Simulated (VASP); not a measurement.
Input of a VASP 6.6.1 run:

The input INCAR:

```
PREC = Accurate
ENCUT = 520
EDIFF = 1E-7
ISMEAR = 0
SIGMA = 0.05
LREAL = False
LASPH = True
NELM = 60
ALGO = Normal
ISIF = 2
LWAVE = False
LCHARG = False
GGA = PE
NBANDS = 16
```

File KPOINTS:

```
regular mesh
0
Gamma
  12 12 10
```

File POSCAR:

```
C
1.0
    0.0000000000     -1.7834000000     -1.7834000000
   -1.7834000000      0.0000000000     -1.7834000000
    1.7834000000      1.7834000000     -3.5668000000
C
4
Direct
    0.7378599108      0.7378599108      0.7540466964
    0.2378599108      0.2378599108      0.2540466964
    0.3871400892      0.3871400892      0.8709533036
    0.8871400892      0.8871400892      0.3709533036
```

Potentials or basis: VASP PAW PBE potentials, release 64 (C).

The run is started by

```console
$ cat potpaw_PBE.64/C/POTCAR > POTCAR
$ mpirun -np 1 vasp_std > vasp.out
```

What does it give for the pressure?

6.5 GPa.

Predict the band gap on the k mesh.

3.05 eV.

Predict the largest force.

4.411 eV/Å.

Stress tensor (GPa, compression positive):
```
6.50 5.06 5.06
5.06 6.50 5.06
5.06 5.06 6.49
```

Caveat: the cell differs from its parent crystal (atoms displaced along a vibrational mode); the cell stands under pressure; forces of over 1 eV/Å act on the atoms, so gaps and moduli don't describe the material at rest. A k mesh can miss the band edges.
